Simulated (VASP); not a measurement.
# AlN (P4/nmm) in VASP: relaxation of cell and atoms with PBE

Aim: the relaxation of cell and atoms of AlN with PBE.

All numbers are computed with VASP 6.6.1; they aren't measurements. Logs are shortened: lines on timing, memory, paths and dates and some standing lists are left out, and cuts for length are marked.

### Step 1. The cell of the first run

Symmetry: P4/nmm, No. 129, tetragonal system. Conventional cell: a = 3.372 Å, b = 3.372 Å, c = 4.289 Å, α = 90.00°, β = 90.00°, γ = 90.00°. Within 2.6 Å of Al (site symmetry 4mm) lie 4 N at 1.97 Å. N (site symmetry -4m2) has 4 Al at 1.97 Å and 4 N at 2.38 Å within 2.6 Å.

The cell was generated, and may not be a known phase.

### Step 2. Relaxation of cell and atoms, PBE

The input, INCAR:

```
  PREC = Accurate
  ENCUT = 1330
  EDIFF = 1E-7
  ISMEAR = 0
  SIGMA = 0.1
  LREAL = F
  LASPH = T
  NELM = 120
  ALGO = Normal
  ISIF = 3
  LWAVE = F
  LCHARG = F
  GGA = PE
  IBRION = 2
  NSW = 90
  EDIFFG = -0.04
  GGA_COMPAT = F
  NELMIN = 4
```

The input, KPOINTS:

```
regular mesh
0
Gamma
  6 6 4
```

The input, POSCAR:

```
AlN
1.0
    3.3719293400      0.0000000000      0.0000000000
    0.0000000000      3.3719293400      0.0000000000
    0.0000000000      0.0000000000      4.2889663200
Al N
2 2
Direct
    0.0000000000      0.5000000000      0.2385000000
    0.5000000000      0.0000000000      0.7615000000
    0.0000000000      0.0000000000      0.0000000000
    0.5000000000      0.5000000000      0.0000000000
```

Potentials or basis: VASP PAW PBE potentials, release 64 (Al, N_h).

Started as:

```console
> cat potpaw_PBE.64/Al/POTCAR potpaw_PBE.64/N_h/POTCAR > POTCAR
> mpirun -np 1 vasp_std > vasp.out
```

OUTCAR:

```text
PREC = Accurate
   ENCUT = 1330
   EDIFF = 1E-7
   ISMEAR = 0
   LREAL = F
   LASPH = T
   NELM = 120
   ISIF = 3
   GGA = PE
   IBRION = 2
   NSW = 90
   EDIFFG = -0.04
   NELMIN = 4

 ion  position               nearest neighbor table
   1  0.000  0.500  0.239-   3 1.97   4 1.97   3 1.97   4 1.97   2 3.14   2 3.14   2 3.14   2 3.14
                             2 3.27   2 3.27   2 3.27   2 3.27
   2  0.500  0.000  0.761-   3 1.97   4 1.97   4 1.97   3 1.97   1 3.14   1 3.14   1 3.14   1 3.14
                             1 3.27   1 3.27   1 3.27   1 3.27
   3  0.000  0.000  0.000-   1 1.97   2 1.97   1 1.97   2 1.97
   4  0.500  0.500  0.000-   1 1.97   2 1.97   2 1.97   1 1.97

  LATTYP: Found a simple tetragonal cell.
 ALAT       =     3.3719293400
 C/A-ratio  =     1.2719620987

  Lattice vectors:

 A1 = (   3.3719293400,   0.0000000000,   0.0000000000)
 A2 = (   0.0000000000,   3.3719293400,   0.0000000000)
 A3 = (   0.0000000000,   0.0000000000,   4.2889663200)

Analysis of symmetry for initial positions (statically):
=====================================================================
 Subroutine PRICEL returns:
 Original cell was already a primitive cell.

 Routine SETGRP: Setting up the symmetry group for a
 simple tetragonal supercell.

 Subroutine GETGRP returns: Found 16 space group operations
 (whereof  8 operations were pure point group operations)
 out of a pool of 16 trial point group operations.

The static configuration has the point symmetry D_2d.
 The point group associated with its full space group is D_4h.

Analysis of symmetry for dynamics (positions and initial velocities):
=====================================================================
 Subroutine PRICEL returns:
 Original cell was already a primitive cell.

 Routine SETGRP: Setting up the symmetry group for a
 simple tetragonal supercell.

 Subroutine GETGRP returns: Found 16 space group operations
 (whereof  8 operations were pure point group operations)
 out of a pool of 16 trial point group operations.

The dynamic configuration has the point symmetry D_2d.
 The point group associated with its full space group is D_4h.

 Subroutine INISYM returns: Found 16 space group operations
 (whereof  8 operations are pure point group operations),
 and found     1 'primitive' translations

----------------------------------------------------------------------------------------

                                     Primitive cell

  volume of cell :      48.7652
[... 93 lines left out ...]
   EDIFF  = 0.1E-06   stopping-criterion for ELM
   LREAL  =      F    real-space projection
   EDIFFG = -.4E-01   stopping-criterion for IOM
   NSW    =     90    number of steps for IOM
   IBRION =      2    ionic relax: 0-MD 1-quasi-New 2-CG
   NFREE  =      1    steps in history (QN), initial steepest desc. (CG)
   ISIF   =      3    stress and relaxation
   ISYM   =      2    0-nonsym 1-usesym 2-fastsym
   POTIM  = 0.5000    time-step for ionic-motion
   TEBEG  =    0.0;   TEEND  =   0.0 temperature during run
   PSTRESS=    0.0 pullay stress
   NELECT =      16.0000    total number of electrons
   NUPDOWN=      -1.0000    fix difference up-down
   EMIN   =  10.00;   EMAX   =-10.00  energy-range for DOS
   EFERMI =   0.00;   METHOD = LEGACY
   ISMEAR =     0;   SIGMA  =   0.10  broadening in eV -4-tet -1-fermi 0-gaus
   EFERMI_NEDOS =   21; number of points for ismear=-14 and -15
   IALGO  =     38    algorithm
   IMIX   =      4    mixing-type and parameters
     AMIX     =   0.40;   BMIX     =  1.00
     AMIX_MAG =   1.60;   BMIX_MAG =  1.00
  volume/ion in A,a.u.               =      12.19        82.27
  Fermi-wavevector in a.u.,A,eV,Ry     =   1.129133  2.133751 17.346619  1.274941
  Thomas-Fermi vector in A             =   2.265825
   LORBIT       =      0    0 simple, 1 ext, 2 COOP (PROOUT), +10 PAW based schemes
   GGA     = PE    functional components
   LHFCALC =     F    Hartree Fock is set to
   AEXX    =    0.0000 exact exchange contribution
   IVDW    =     0    specifies the selected vdW correction
   LEPSILON=     F    determine dielectric tensor
   LRPA    =     F    only Hartree local field effects (RPA)
 conjugate gradient relaxation of ions
 non-spin polarized calculation
 Gauss-broadening in eV      SIGMA  =   0.10
  energy-cutoff  :     1330.00
  volume of cell :       48.77
 maximum number of plane-waves:      5400
   NGX = 21   NGY = 21   NGZ = 25

--------------------------------------- Ionic step        1  -------------------------------------------

 number of electron      16.0000000 magnetization

 Free energy of the ion-electron system (eV)
  ---------------------------------------------------
  ext. energy  EPLUGINS =         0.00000000
  ---------------------------------------------------
  free energy    TOTEN  =       -23.17360419 eV

  energy without entropy =      -23.15602040  energy(sigma->0) =      -23.16481229

------------------------ aborting loop because EDIFF is reached ----------------------------------------

  FORCE on cell =-STRESS in cart. coord.  units (eV):
  Direction    XX          YY          ZZ          XY          YZ          ZX
  --------------------------------------------------------------------------------------
  -------------------------------------------------------------------------------------
  Total        2.5792391      2.5792391     -1.5559241      0.0000000      0.0000000      0.0000000
  in kB       84.7408102     84.7408102    -51.1198327      0.0000000      0.0000000      0.0000000
  external PRESSURE =      39.4539292 kB  Pullay stress =       0.0000000 kB
[... 824 lines left out ...]
      1     -11.0017      2.00000
      2     -11.0017      2.00000
      3      -0.8863      2.00000
      4      -0.8863      2.00000
      5      -0.6432      2.00000
      6      -0.6432      2.00000
      7       0.5851      2.00000
      8       0.5851      2.00000
      9       7.7006      0.00000
     10       7.7006      0.00000
     11       9.5229      0.00000
     12       9.5229      0.00000

 [... further k-points ...]

[... ionic steps 4 to 27 ...]

--------------------------------------- Ionic step       28  -------------------------------------------

 number of electron      16.0000000 magnetization

------------------------ aborting loop because EDIFF is reached ----------------------------------------
[... 71 lines left out ...]
--------------------------------------- Ionic step       30  -------------------------------------------

 number of electron      16.0000000 magnetization

 Free energy of the ion-electron system (eV)
  ---------------------------------------------------
  ext. energy  EPLUGINS =         0.00000000
  ---------------------------------------------------
  free energy    TOTEN  =       -26.91392531 eV

  energy without entropy =      -26.91392531  energy(sigma->0) =      -26.91392531

 E-fermi :   3.3256     XC(G=0):  -7.8522

 val. band max:        2.9013680042   @ k =   0.0000   0.0000   0.0000
 cond. band min:       3.7897634369   @ k =   0.0000   0.0000   0.0000
 fundamental gap:      0.8883954327
 Fermi energy:         3.3255846084
[... 391 lines left out ...]
  FREE ENERGIE OF THE ION-ELECTRON SYSTEM (eV)
  ---------------------------------------------------
  free  energy   TOTEN  =       -26.9139253111 eV

  energy  without entropy=      -26.9139253111  energy(sigma->0) =      -26.91392531

 reached required accuracy - stopping structural energy minimisation
```

OSZICAR:

```text
N       E                     dE             d eps       ncg     rms          rms(c)
DAV:   1     0.960034199840E+02    0.96003E+02   -0.12372E+04   720   0.250E+03
DAV:   2    -0.140039629384E+02   -0.11001E+03   -0.99444E+02  1080   0.259E+02
DAV:   3    -0.290861862589E+02   -0.15082E+02   -0.13939E+02   916   0.955E+01
DAV:   4    -0.295245785218E+02   -0.43839E+00   -0.42192E+00   852   0.165E+01
[... 341 lines left out ...]
DAV:   4    -0.269139421356E+02    0.14459E-03   -0.43581E-04   788   0.163E-01    0.303E-02
DAV:   5    -0.269139219638E+02    0.20172E-04   -0.82050E-05   896   0.693E-02    0.997E-03
DAV:   6    -0.269139260570E+02   -0.40932E-05   -0.10837E-05   720   0.271E-02    0.519E-03
DAV:   7    -0.269139253015E+02    0.75550E-06   -0.87404E-07   824   0.805E-03    0.171E-03
DAV:   8    -0.269139253111E+02   -0.96210E-08   -0.74954E-07   872   0.668E-03
  30 F= -.26913925E+02 E0= -.26913925E+02  d E =-.434231E-03
```

Wall time 16 min (1 thread of Intel Xeon Platinum 8375C at 2.90GHz (Ice Lake), shared host); peak memory 0.34 GiB.

What came out:

```
Free energy                           : -26.9139 eV
Relaxed volume                        : 17.61 Å³/atom
Relaxed cell                          : a = 3.807 Å, b = 3.807 Å, c = 4.859 Å, α = 90.00°, β = 90.00°, γ = 90.00°
Space group after relaxing (to 0.1 Å) : P4/mmm (No. 123)
Pressure after relaxing               : 0.0 GPa
Largest force after relaxing          : 0.016 eV/Å
Band gap on the k mesh                : 0.89 eV
```

Forces on the atoms (eV/Å):
```
Al   0.000  0.000 -0.016
Al   0.000  0.000  0.016
N    0.000  0.000  0.000
N    0.000  0.000  0.000
```

Final structure:
```
Al N
1.0
     3.80703    0.00000    0.00000
     0.00000    3.80703    0.00000
     0.00000    0.00000    4.85946
Al N
2 2
Direct
  0.00000 0.50000 0.00116
  0.50000 0.00000 0.99884
  0.00000 0.00000 0.00000
  0.50000 0.50000 0.00000
```

Levels at points of the mesh, in eV from the valence-band top:
| k point | band 5 | band 6 | band 7 | band 8 | band 9 | band 10 | band 11 | band 12 |
| --- | --- | --- | --- | --- | --- | --- | --- | --- |
| (0.00, 0.00, 0.00) | -3.85 | -0.96 | -0.96 | 0.00 | 0.89 | 3.13 | 7.94 | 8.17 |
| (0.50, 0.00, 0.00) | -3.85 | -3.85 | -2.15 | -2.15 | 3.66 | 3.66 | 6.32 | 6.32 |
| (0.50, 0.50, 0.00) | -1.62 | -1.62 | -0.53 | -0.53 | 3.90 | 3.90 | 5.48 | 5.48 |
| (0.00, 0.00, 0.50) | -4.41 | -0.96 | -0.96 | -0.09 | 3.46 | 3.53 | 4.30 | 6.96 |
| (0.50, 0.00, 0.50) | -3.83 | -3.83 | -2.54 | -2.54 | 4.54 | 4.54 | 6.10 | 6.10 |
| (0.50, 0.50, 0.50) | -1.85 | -1.85 | -0.53 | -0.53 | 2.57 | 2.57 | 7.76 | 7.76 |

Caveat: the volume moved by over 15 % at a fixed basis, so the end points are rough.
